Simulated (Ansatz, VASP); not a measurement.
# Se: VASP beside Ansatz

The input INCAR:

```
SYSTEM = Se
PREC     = Accurate       ! precision mode
ENCUT    = 520            ! plane-wave cutoff, eV
EDIFF    = 1E-6           ! SCF threshold, eV
ISMEAR   = -1             ! smearing method
SIGMA    = 0.05           ! smearing width, eV
LREAL    = .False.        ! projectors in reciprocal space
LASPH    = .True.         ! aspherical terms in the spheres
NELM     = 100            ! most SCF steps
ALGO     = Normal         ! electronic algorithm
ISIF     = 2              ! what is computed and relaxed
LWAVE    = .False.        ! write WAVECAR
LCHARG   = .False.        ! write CHGCAR
GGA      = PS             ! functional
NBANDS   = 16             ! bands
```

Contents of KPOINTS:

```
Automatic mesh
0
Gamma
  6 6 5
  0 0 0
```

POSCAR

```
Se
1.0
    4.3662000000      0.0000000000      0.0000000000
   -2.1831000000      3.7812401180      0.0000000000
    0.0000000000      0.0000000000      4.8545280000
Se
3
Direct
    0.7746000000      0.7746000000      0.0000000000
    0.0000000000      0.2254000000      0.6666666667
    0.2254000000      0.0000000000      0.3333333333
```

input.yaml

```yaml
crystal:
  lattice:
    - [4.3662, 0.0, 0.0]
    - [-2.1831, 3.781240118, 0.0]
    - [0.0, 0.0, 4.854528]
  atoms:
    - { symbol: Se, position: [0.7746, 0.7746, 0.0] }
    - { symbol: Se, position: [0.0, 0.2254, 0.6666666667] }
    - { symbol: Se, position: [0.2254, 0.0, 0.3333333333] }
hamiltonian:
  xc: pbesol
  pseudopotentials: { kind: paw }
kpoints:
  mp_grid: { grid: [6, 6, 5] }
scf:
  occupations: { method: fermi_dirac, width: 0.05 }
output:
  forces: true
  stress: true
  eigenvalues: true
```

Alike in both runs: task single point; functional PBEsol; k mesh 6 × 6 × 5; occupations fermi-dirac, width 0.05 eV; no spin polarisation.

|  | VASP | Ansatz |
| --- | --- | --- |
| version | VASP 6.6.1 | Ansatz 0.2.0 |
| potentials or method | VASP PAW PBE potentials, release 64 (Se) | Ansatz PAW |
| plane-wave cutoff (eV) | 520 | 420 |
| valence electrons in the cell | 18 | 48 |

VASP gave:

```
gap on the k mesh at the Fermi level (eV)                     : 1.19
least direct gap on the mesh (eV)                             : 1.61
pressure (GPa)                                                : 2.1
traceless stress, the component that is largest in VASP (GPa) : 2.03
rms of the force components (eV/Å)                            : 0.340
```

**Question.** Estimate Ansatz's values.

**Answer.** gap on the k mesh at the Fermi level (eV): 1.19; least direct gap on the mesh (eV): 1.62; pressure (GPa): 1.8; traceless stress, the component that is largest in VASP (GPa): 1.95; rms of the force components (eV/Å): 0.310.

VASP's potentials were made for PBE, not for PBEsol. Atom by atom the forces differ by 0.031 eV/Å (rms over components). VASP's potentials hold 18 valence electrons a cell and Ansatz's 48, so a difference there can come from the potentials and not from the codes.

Noted on Ansatz's run: odd divisions of the mesh miss points on the zone boundary, where band edges often lie, so the gap on the mesh can be too wide.
